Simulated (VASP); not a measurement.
# LiF in VASP: notebook

Runs on LiF. Level: LDA. Tasks: single point.

Everything below comes from runs of VASP 6.6.1. Logs are shortened: lines on timing, memory, paths and dates and some standing lists are left out, and cuts for length are marked.

### Step 1. The cell of the first run

It takes space group P4/mmm (No. 123, tetragonal). Conventional cell: a = 2.688 Å, b = 2.688 Å, c = 2.624 Å, α = 90.00°, β = 90.00°, γ = 90.00°. Within 3.1 Å of Li (site symmetry 4/mmm) lie 8 F at 2.31 Å and 6 Li at 2.62 to 2.69 Å. F (site symmetry 4/mmm) has 8 Li at 2.31 Å and 6 F at 2.62 to 2.69 Å within 3.1 Å.

### Step 2. Single point, LDA (strain +0.050 along x and y, +0.025 along z)

The input, INCAR:

```
SYSTEM = LiF
PREC     = Accurate       ! precision mode
ENCUT    = 520            ! plane-wave cutoff, eV
EDIFF    = 1E-7           ! SCF threshold, eV
ISMEAR   = 0              ! smearing method
SIGMA    = 0.05           ! smearing width, eV
LREAL    = .FALSE.        ! projectors in reciprocal space
LASPH    = .TRUE.         ! aspherical terms in the spheres
NELM     = 80             ! most SCF steps
ALGO     = Normal         ! electronic algorithm
ISIF     = 2              ! what is computed and relaxed
LWAVE    = .FALSE.        ! write WAVECAR
LCHARG   = .FALSE.        ! write CHGCAR
NBANDS   = 12             ! bands
```

The input, KPOINTS:

```
regular mesh
0
G
  10 10 10
  0 0 0
```

The input, POSCAR:

```
LiF
1.0
    2.6875096500      0.0000000000      0.0000000000
    0.0000000000      2.6875096500      0.0000000000
    0.0000000000      0.0000000000      2.6235213250
Li F
1 1
Direct
    0.0000000000      0.0000000000      0.0000000000
    0.5000000000      0.5000000000      0.5000000000
```

Potentials or basis: VASP PAW LDA potentials, release 64 (Li_sv, F).

The run is started by

```console
> cat potpaw_LDA.64/Li_sv/POTCAR potpaw_LDA.64/F/POTCAR > POTCAR
> mpirun -np 1 vasp_std > vasp.out
```

OUTCAR:

```text
SYSTEM = LiF
   PREC = Accurate
   ENCUT = 520
   EDIFF = 1E-7
   ISMEAR = 0
   LREAL = .FALSE.
   LASPH = .TRUE.
   NELM = 80
   ISIF = 2

 ion  position               nearest neighbor table
   1  0.000  0.000  0.000-
   2  0.500  0.500  0.500-

  LATTYP: Found a simple tetragonal cell.
 ALAT       =     2.6875096500
 C/A-ratio  =     0.9761904762

  Lattice vectors:

 A1 = (   2.6875096500,   0.0000000000,   0.0000000000)
 A2 = (   0.0000000000,   2.6875096500,   0.0000000000)
 A3 = (   0.0000000000,   0.0000000000,   2.6235213250)

Analysis of symmetry for initial positions (statically):
=====================================================================
 Subroutine PRICEL returns:
 Original cell was already a primitive cell.

 Routine SETGRP: Setting up the symmetry group for a
 simple tetragonal supercell.

 Subroutine GETGRP returns: Found 16 space group operations
 (whereof 16 operations were pure point group operations)
 out of a pool of 16 trial point group operations.

The static configuration has the point symmetry D_4h.

Analysis of symmetry for dynamics (positions and initial velocities):
=====================================================================
 Subroutine PRICEL returns:
 Original cell was already a primitive cell.

 Routine SETGRP: Setting up the symmetry group for a
 simple tetragonal supercell.

 Subroutine GETGRP returns: Found 16 space group operations
 (whereof 16 operations were pure point group operations)
 out of a pool of 16 trial point group operations.

The dynamic configuration has the point symmetry D_4h.

 Subroutine INISYM returns: Found 16 space group operations
 (whereof 16 operations are pure point group operations),
 and found     1 'primitive' translations

----------------------------------------------------------------------------------------

                                     Primitive cell

  volume of cell :      18.9489

  direct lattice vectors                    reciprocal lattice vectors
     2.687509650  0.000000000  0.000000000     0.372091687  0.000000000  0.000000000
     0.000000000  2.687509650  0.000000000     0.000000000  0.372091687  0.000000000
     0.000000000  0.000000000  2.623521325     0.000000000  0.000000000  0.381167094

  length of vectors
     2.687509650  2.687509650  2.623521325     0.372091687  0.372091687  0.381167094

  position of ions in fractional coordinates (direct lattice)
     0.000000000  0.000000000  0.000000000
     0.500000000  0.500000000  0.500000000

  ion indices of the primitive-cell ions
   primitive index   ion index
                 1           1
                 2           2

----------------------------------------------------------------------------------------

 KPOINTS: regular mesh

Automatic generation of k-mesh.
 Grid dimensions read from file:
 generate k-points for:   10   10   10

 Generating k-lattice:

  Cartesian coordinates                     Fractional coordinates (reciprocal lattice)
     0.037209169  0.000000000  0.000000000     0.100000000  0.000000000  0.000000000
     0.000000000  0.037209169  0.000000000     0.000000000  0.100000000  0.000000000
     0.000000000  0.000000000  0.038116709     0.000000000  0.000000000  0.100000000

  Length of vectors
     0.037209169  0.037209169  0.038116709

  Shift w.r.t. Gamma in fractional coordinates (k-lattice)
     0.000000000  0.000000000  0.000000000

 Subroutine IBZKPT returns following result:
 ===========================================

 Found    126 irreducible k-points:

 Following reciprocal coordinates:
            Coordinates               Weight
  0.000000  0.000000  0.000000      1.000000
  0.100000  0.000000  0.000000      4.000000
  0.200000  0.000000  0.000000      4.000000
  0.300000  0.000000  0.000000      4.000000
  0.400000  0.000000  0.000000      4.000000
  0.500000  0.000000  0.000000      2.000000
[... 16 lines left out ...]
  0.100000  0.000000  0.100000      8.000000
  0.200000  0.000000  0.100000      8.000000
 [... further k-points ...]
   k-points           NKPTS =    126   k-points in BZ     NKDIM =    126   number of bands    NBANDS=     12
   number of dos      NEDOS =    301   number of ions     NIONS =      2
   total plane-waves  NPLWV =   8000
   dimension x,y,z NGX =    20 NGY =   20 NGZ =   20
   dimension x,y,z NGXF=    40 NGYF=   40 NGZF=   40
   ions per type =               1   1
   NGX,Y,Z   is equivalent  to a cutoff of  12.37, 12.37, 12.67 a.u.
   NGXF,Y,Z  is equivalent  to a cutoff of  24.74, 24.74, 25.35 a.u.
 SYSTEM =  LiF
   PREC   = accura    normal or accurate (medium, high low for compatibility)
   ISTART =      0    job   : 0-new  1-cont  2-samecut
   ICHARG =      2    charge: 1-file 2-atom 10-const
   ISPIN  =      1    spin polarized calculation?
   LNONCOLLINEAR =      F non collinear calculations
   LSORBIT =      F    spin-orbit coupling
   LASPH  =      T    aspherical Exc in radial PAW
   ENCUT  =  520.0 eV  38.22 Ry    6.18 a.u.   5.00  5.00  4.88*2*pi/ulx,y,z
   NELM   =     80;   NELMIN=  2; NELMDL= -5     # of ELM steps
   EDIFF  = 0.1E-06   stopping-criterion for ELM
   LREAL  =      F    real-space projection
   EDIFFG = 0.1E-05   stopping-criterion for IOM
   NSW    =      0    number of steps for IOM
   IBRION =     -1    ionic relax: 0-MD 1-quasi-New 2-CG
   NFREE  =      0    steps in history (QN), initial steepest desc. (CG)
   ISIF   =      2    stress and relaxation
   ISYM   =      2    0-nonsym 1-usesym 2-fastsym
   POTIM  = 0.5000    time-step for ionic-motion
   TEBEG  =    0.0;   TEEND  =   0.0 temperature during run
   PSTRESS=    0.0 pullay stress
   NELECT =      10.0000    total number of electrons
   NUPDOWN=      -1.0000    fix difference up-down
   EMIN   =  10.00;   EMAX   =-10.00  energy-range for DOS
   EFERMI =   0.00;   METHOD = LEGACY
   ISMEAR =     0;   SIGMA  =   0.05  broadening in eV -4-tet -1-fermi 0-gaus
   EFERMI_NEDOS =   21; number of points for ismear=-14 and -15
   IALGO  =     38    algorithm
   IMIX   =      4    mixing-type and parameters
     AMIX     =   0.40;   BMIX     =  1.00
     AMIX_MAG =   1.60;   BMIX_MAG =  1.00
  volume/ion in A,a.u.               =       9.47        63.94
  Fermi-wavevector in a.u.,A,eV,Ry     =   1.322960  2.500031 23.813220  1.750222
  Thomas-Fermi vector in A             =   2.452603
   LORBIT       =      0    0 simple, 1 ext, 2 COOP (PROOUT), +10 PAW based schemes
   GGA     = CA    functional components
   LHFCALC =     F    Hartree Fock is set to
   AEXX    =    0.0000 exact exchange contribution
   IVDW    =     0    specifies the selected vdW correction
   LEPSILON=     F    determine dielectric tensor
   LRPA    =     F    only Hartree local field effects (RPA)
 non-spin polarized calculation
 Gauss-broadening in eV      SIGMA  =   0.05
  energy-cutoff  :      520.00
  volume of cell :       18.95
 maximum number of plane-waves:       524
 NGX is ok and might be reduce to    20
   NGX =  9   NGY =  9   NGZ =  9

 number of electron      10.0000000 magnetization

 number of electron       9.9999983 magnetization

 Free energy of the ion-electron system (eV)
  ---------------------------------------------------
  ext. energy  EPLUGINS =         0.00000000
  ---------------------------------------------------
  free energy    TOTEN  =        -9.72590776 eV

  energy without entropy =       -9.72590776  energy(sigma->0) =       -9.72590776

 E-fermi :  -0.5716     XC(G=0):  -9.9841

 val. band max:       -0.8934346462   @ k =   0.5000   0.5000   0.0000
 cond. band min:       5.3943157469   @ k =   0.0000   0.0000   0.0000
 fundamental gap:      6.2877503931
 Fermi energy:        -0.5715530704

 k-point     1 :       0.0000    0.0000    0.0000
  band No.  band energies     occupation
      1     -42.8244      2.00000
      2     -20.9301      2.00000
      3      -1.6367      2.00000
      4      -1.6367      2.00000
      5      -1.4101      2.00000
      6       5.3943      0.00000
      7      16.4134      0.00000
      8      16.9787      0.00000
      9      17.9567      0.00000
     10      17.9567      0.00000
     11      18.6020      0.00000
     12      34.1973      0.00000

 k-point     2 :       0.1000    0.0000    0.0000
  band No.  band energies     occupation
      1     -42.8214      2.00000
      2     -20.8977      2.00000
      3      -1.9438      2.00000
      4      -1.6060      2.00000
      5      -1.3821      2.00000
      6       5.6398      0.00000
      7      14.9945      0.00000
      8      17.0515      0.00000
      9      17.9213      0.00000
     10      18.5841      0.00000
     11      20.0047      0.00000
     12      32.8977      0.00000

 k-point     3 :       0.2000    0.0000    0.0000
  band No.  band energies     occupation
      1     -42.8137      2.00000
      2     -20.8117      2.00000
      3      -2.6642      2.00000
      4      -1.5245      2.00000
      5      -1.3080      2.00000
      6       6.1908      0.00000
      7      13.4021      0.00000
      8      17.6660      0.00000
      9      17.8163      0.00000
     10      18.5256      0.00000
     11      23.0640      0.00000
     12      30.1239      0.00000

 k-point     4 :       0.3000    0.0000    0.0000
  band No.  band energies     occupation
      1     -42.8041      2.00000
      2     -20.7017      2.00000
      3      -3.4415      2.00000
      4      -1.4215      2.00000
      5      -1.2145      2.00000
      6       6.7507      0.00000
      7      12.2575      0.00000
      8      17.6636      0.00000
      9      18.4330      0.00000
     10      18.7011      0.00000
     11      26.4893      0.00000
     12      27.0832      0.00000

 k-point     5 :       0.4000    0.0000    0.0000
  band No.  band energies     occupation
      1     -42.7963      2.00000
      2     -20.6096      2.00000
      3      -4.0091      2.00000
      4      -1.3363      2.00000
      5      -1.1374      2.00000
      6       7.1316      0.00000
      7      11.5850      0.00000
      8      17.5207      0.00000
      9      18.3397      0.00000
     10      20.1467      0.00000
     11      24.3259      0.00000
     12      29.1615      0.00000
[... 228 lines left out ...]
      1     -42.7667      2.00000
      2     -20.1796      2.00000
      3      -3.8291      2.00000
      4      -3.8291      2.00000
      5      -0.8934      2.00000
      6      11.1243      0.00000
      7      11.3955      0.00000
      8      11.3955      0.00000
      9      17.0468      0.00000
     10      21.3382      0.00000
     11      26.4347      0.00000
     12      26.4347      0.00000

 k-point    22 :       0.0000    0.0000    0.1000
  band No.  band energies     occupation
      1     -42.8208      2.00000
      2     -20.8918      2.00000
      3      -1.7448      2.00000
      4      -1.6024      2.00000
      5      -1.6024      2.00000
      6       5.6351      0.00000
      7      15.4159      0.00000
      8      16.6311      0.00000
      9      17.9458      0.00000
     10      17.9458      0.00000
     11      20.6806      0.00000
     12      33.4492      0.00000

 k-point    23 :       0.1000    0.0000    0.1000
  band No.  band energies     occupation
      1     -42.8178      2.00000
      2     -20.8591      2.00000
      3      -1.9180      2.00000
      4      -1.7043      2.00000
      5      -1.5725      2.00000
      6       5.8858      0.00000
      7      14.8768      0.00000
      8      15.8377      0.00000
      9      17.9306      0.00000
     10      19.4115      0.00000
     11      21.1858      0.00000
     12      31.0835      0.00000

 k-point    24 :       0.2000    0.0000    0.1000
  band No.  band energies     occupation
      1     -42.8103      2.00000
      2     -20.7725      2.00000
      3      -2.6292      2.00000
      4      -1.6316      2.00000
      5      -1.4933      2.00000
      6       6.4576      0.00000
      7      13.4022      0.00000
      8      16.0304      0.00000
      9      17.8782      0.00000
     10      20.2249      0.00000
     11      23.5269      0.00000
     12      28.5919      0.00000

 [... further k-points ...]
[... 5 lines left out ...]
  --------------------------------------------------------------------------------------
  -------------------------------------------------------------------------------------
  Total       -1.6997151     -1.6997151     -1.0809483      0.0000000      0.0000000      0.0000000
  in kB     -143.7149858   -143.7149858    -91.3967674      0.0000000      0.0000000      0.0000000
  external PRESSURE =    -126.2755797 kB  Pullay stress =       0.0000000 kB

 VOLUME and BASIS-vectors are now :
 -----------------------------------------------------------------------------
  energy-cutoff  :      520.00
  volume of cell :       18.95
      direct lattice vectors                 reciprocal lattice vectors
     2.687509650  0.000000000  0.000000000     0.372091687  0.000000000  0.000000000
     0.000000000  2.687509650  0.000000000     0.000000000  0.372091687  0.000000000
     0.000000000  0.000000000  2.623521325     0.000000000  0.000000000  0.381167094

 POSITION                                       TOTAL-FORCE (eV/Angst)
 -----------------------------------------------------------------------------------
      0.00000      0.00000      0.00000         0.000000      0.000000      0.000000
      1.34375      1.34375      1.31176         0.000000      0.000000      0.000000
 -----------------------------------------------------------------------------------
    total drift:                                0.000000      0.000000      0.000000

  FREE ENERGIE OF THE ION-ELECTRON SYSTEM (eV)
  ---------------------------------------------------
  free  energy   TOTEN  =        -9.7259077575 eV

  energy  without entropy=       -9.7259077575  energy(sigma->0) =       -9.72590776
```

It took 18 s on 1 thread of Intel Xeon Platinum 8488C (Sapphire Rapids), shared host; peak memory 0.13 GiB.

Results:

| Quantity | Value |
| --- | --- |
| Free energy | -9.7259 eV |
| Band gap on the k mesh | 6.29 eV (least direct gap 6.80 eV) |

Caveat: the cell differs from its parent crystal (strain +0.050 along x and y, +0.025 along z); the cutoff is under 1.25 times the usual one of these potentials, so pressure, stress and relaxed cells hold a basis-set (Pulay) error.

### Step 3. Single point, LDA (strain -0.050 along x and y, -0.050 along z)

The input, INCAR:

```
SYSTEM = LiF
ALGO = Normal
EDIFF = 1E-6
ENCUT = 520
GGA = CA
ISIF = 2
ISMEAR = 0
LASPH = .TRUE.
LCHARG = .FALSE.
LREAL = .FALSE.
LWAVE = .FALSE.
NBANDS = 12
NELM = 100
PREC = Accurate
SIGMA = 0.05
```

The input, KPOINTS:

```
k-points
0
G
  10 10 10
  0 0 0
```

The input, POSCAR:

```
LiF
1.0
    2.4315563500      0.0000000000      0.0000000000
    0.0000000000      2.4315563500      0.0000000000
    0.0000000000      0.0000000000      2.4315563500
Li F
1 1
Direct
    0.0000000000      0.0000000000      0.0000000000
    0.5000000000      0.5000000000      0.5000000000
```

Potentials or basis: VASP PAW LDA potentials, release 64 (Li_sv, F).

The run is started by

```console
> cat potpaw_LDA.64/Li_sv/POTCAR potpaw_LDA.64/F/POTCAR > POTCAR
> mpirun -np 1 vasp_std > vasp.out
```

Wall time 6.1 s (1 thread of Intel Xeon 8259CL, shared host); peak memory 0.11 GiB.

The run converged. Its results:

* Free energy: -9.9068 eV
* Band gap on the k mesh: 8.71 eV (least direct gap 9.57 eV)

Levels at points of the mesh, in eV from the valence-band top:
```tsv
k point	band 1	band 2	band 3	band 4	band 5	band 6	band 7	band 8	band 9	band 10
(0.00, 0.00, 0.00)	-41.57	-21.13	-0.86	-0.86	-0.86	8.71	19.32	19.32	22.30	22.30
(0.50, 0.00, 0.00)	-41.48	-20.52	-4.51	-0.35	-0.35	9.58	15.48	21.30	21.30	25.10
(0.50, 0.50, 0.00)	-41.40	-19.72	-4.12	-4.12	0.00	14.01	14.48	14.48	20.77	25.46
(0.50, 0.50, 0.50)	-41.33	-19.08	-2.84	-2.84	-2.84	11.00	11.00	11.00	26.08	26.08
```

Caveat: the cell differs from its parent crystal (strain -0.050 along x and y, -0.050 along z); the cutoff is under 1.25 times the usual one of these potentials, so pressure, stress and relaxed cells hold a basis-set (Pulay) error. A k mesh can miss the band edges.

### Step 4. Single point, LDA (strain -0.025 along x and y, -0.025 along z)

The input, INCAR:

```
SYSTEM = LiF
  PREC = Accurate
  ENCUT = 520
  EDIFF = 1E-6
  ISMEAR = 0
  SIGMA = 0.05
  LREAL = .False.
  LASPH = .True.
  NELM = 60
  ALGO = Normal
  ISIF = 2
  LWAVE = .False.
  LCHARG = .True.
  LELF = .True.
  LVHAR = .True.
  NBANDS = 12
```

The input, KPOINTS:

```
Automatic mesh
0
Gamma
  10 10 10
  0 0 0
```

The input, POSCAR:

```
LiF
1.0
    2.4955446750      0.0000000000      0.0000000000
    0.0000000000      2.4955446750      0.0000000000
    0.0000000000      0.0000000000      2.4955446750
Li F
1 1
Direct
    0.0000000000      0.0000000000      0.0000000000
    0.5000000000      0.5000000000      0.5000000000
```

The run is started by

```console
> cat potpaw_LDA.64/Li_sv/POTCAR potpaw_LDA.64/F/POTCAR > POTCAR
> mpirun -np 1 vasp_std > vasp.out
```

It took 7 s on 1 thread of Intel Xeon 8259CL, shared host; peak memory 0.12 GiB.

The run converged. Its results:

```yaml
Free_energy: -9.9107 eV
Band_gap_on_the_k_mesh: 7.96 eV (least direct gap 8.73 eV)
```

Levels at points of the mesh, in eV from the valence-band top:
```csv
k point,band 2,band 3,band 4,band 5,band 6,band 7,band 8,band 9
"(0.00, 0.00, 0.00)",-20.75,-0.77,-0.77,-0.77,7.96,18.87,18.87,21.38
"(0.50, 0.00, 0.00)",-20.20,-4.11,-0.32,-0.32,9.16,14.56,20.59,20.59
"(0.50, 0.50, 0.00)",-19.54,-3.70,-3.70,0.00,13.50,13.86,13.86,19.89
"(0.50, 0.50, 0.50)",-19.00,-2.55,-2.55,-2.55,10.86,10.86,10.86,24.84
```

Caveat: the cell differs from its parent crystal (strain -0.025 along x and y, -0.025 along z); the cutoff is under 1.25 times the usual one of these potentials, so pressure, stress and relaxed cells hold a basis-set (Pulay) error. A k mesh can miss the band edges.

### Step 5. Summary

| cell | gap on the mesh (eV) |
| --- | --- |
| a = 2.688, b = 2.688, c = 2.624 Å, 2 atoms | 6.29 |
| a = 2.432 Å, 2 atoms | 8.71 |
| a = 2.496 Å, 2 atoms | 7.96 |

Alike in all rows: task single point; level LDA; potentials or basis VASP PAW LDA potentials, release 64 (Li_sv, F); no spin polarisation; k mesh 10 × 10 × 10; cutoff (eV) 520; smearing gaussian 0.05 eV.

Caveats: the cutoff is under 1.25 times the usual one of these potentials, so pressure, stress and relaxed cells hold a basis-set (Pulay) error.

Total energies depend on the potentials used, so only differences within one code and one set of settings carry meaning.
